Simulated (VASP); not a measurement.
The system is GaBSb2.

```
B Sb Ga
1.0
    -2.86412    2.86412    5.58145
     2.86412   -2.86412    5.58145
     2.86412    2.86412   -5.58145
B Sb Ga
2 4 2
Direct
  0.00000 0.00000 0.00000
  0.75000 0.25000 0.50000
  0.37500 0.32741 0.45241
  0.07741 0.62500 0.95241
  0.87500 0.92259 0.54759
  0.67259 0.12500 0.04759
  0.50000 0.50000 0.00000
  0.25000 0.75000 0.50000
```

Base run:

- Program: VASP 6.6.1
- Functional: r2SCAN
- Potentials or basis: VASP PAW PBE potentials, release 64 (B, Sb, Ga_d)
- Cutoff: 550 eV
- k mesh: 6 × 6 × 6
- Occupations: fermi-dirac, width 0.02 eV
- Spin: no spin polarisation

Its results: band gap on the k mesh 0.55 eV (least direct gap 0.59 eV); pressure 0.2 GPa; largest force 0.022 eV/Å.

The run is repeated on the same cell with these changes: functional from r2SCAN to PBE; cutoff from 550 eV to 500 eV. What comes out?

Band gap on the k mesh 0.38 eV (least direct gap 0.42 eV); pressure 1.9 GPa; largest force 0.147 eV/Å.

Caveats: semilocal functionals underestimate gaps, and a narrow one can read as zero; spin-orbit coupling is left out, which moves the levels of the heavy elements; the PAW data sets were made with another functional, which shifts forces and pressure a little (at least some runs).

A k mesh can miss the band edges.
